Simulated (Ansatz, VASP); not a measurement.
# Two plane-wave programs on AlGaN2

```
Al Ga N
1.0
     3.14088    0.00000    0.00000
     0.00000    3.14088    0.00000
     0.00000    0.00000    4.35748
Al Ga N
1 1 2
Direct
  0.50000 0.50000 0.50000
  0.00000 0.00000 0.00000
  0.50000 0.00000 0.73826
  0.00000 0.50000 0.26174
```

Change from the starting cell: strain +0.000 along x and y, -0.015 along z, atoms carried along.

Alike in both runs: task single point; functional r2SCAN; k mesh 8 × 8 × 6; occupations gaussian, width 0.05 eV; no spin polarisation.

|  | VASP | Ansatz |
| --- | --- | --- |
| version | VASP 6.6.1 | Ansatz 0.2.0 |
| potentials or method | VASP PAW PBE potentials, release 64 (Al, Ga_d, N), cutoff 520 eV | scalar-relativistic, plane waves, PAW |
| valence electrons in the cell | 26 | 26 |

```tsv
	VASP	Ansatz	Ansatz less VASP
gap on the k mesh at the Fermi level (eV)	3.50	3.49	-0.009
least direct gap on the mesh (eV)	3.50	3.49	-0.009
pressure (GPa)	3.1	2.7	-0.36
traceless stress, the component that is largest in VASP (GPa)	1.40	1.30	-0.098
rms of the force components (eV/Å)	0.011	0.026	+0.0155
```

VASP's potentials were made for PBE, not for r2SCAN. Atom by atom the forces differ by 0.037 eV/Å (rms over components).
